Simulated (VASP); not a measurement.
Wanted: the native input for a VASP 6.6.1 run.

- Task: single point
- Functional: PBEsol
- Potentials or basis: VASP PAW PBE potentials, release 64 (C)
- Cutoff: 520 eV
- k mesh: 16 × 16 × 10
- Occupations: fermi-dirac, width 0.15 eV
- Spin: no spin polarisation
- Dipole correction: no
- Further INCAR settings: ALGO = Normal; EDIFF = 1e-07; NBANDS = 11

The structure of C lies in POSCAR:

```
C
1.0
    2.1396031344     -1.2495556431      0.0000000000
    2.1150374856      1.2070092369      0.0000000000
   -1.3790696300      0.0137906963      3.5028300800
C
2
Direct
    0.8333555300      0.8333555300      0.0000930400
    0.1666444700      0.1666444700      0.9999069600
```

These files were run (other wordings do the same):

INCAR

```
SYSTEM = C
PREC = Accurate
ENCUT = 520
EDIFF = 1E-7
ISMEAR = -1
SIGMA = 0.15
LREAL = .FALSE.
LASPH = .TRUE.
NELM = 80
ALGO = Normal
ISIF = 2
LWAVE = .FALSE.
LCHARG = .TRUE.
GGA = PS
LELF = .TRUE.
LVHAR = .TRUE.
NBANDS = 11
```

KPOINTS

```
regular mesh
0
G
  16 16 10
  0 0 0
```

Potentials or basis: VASP PAW PBE potentials, release 64 (C).

The run is started by

```bash
$ cat potpaw_PBE.64/C/POTCAR > POTCAR
$ mpirun -np 1 vasp_std > vasp.out
```

It gave:

- Pressure: 1.7 GPa
- Largest force: 0.262 eV/Å

Caveat: this functional lacks dispersion, which binds the layers, so the pressure and a relaxed spacing across them are unreliable; the PAW data sets were made with another functional, which shifts forces and pressure a little.

Wall time 120 s on 1 thread of AMD EPYC 9R45 (Zen 5) (shared host), peak memory 0.26 GiB.
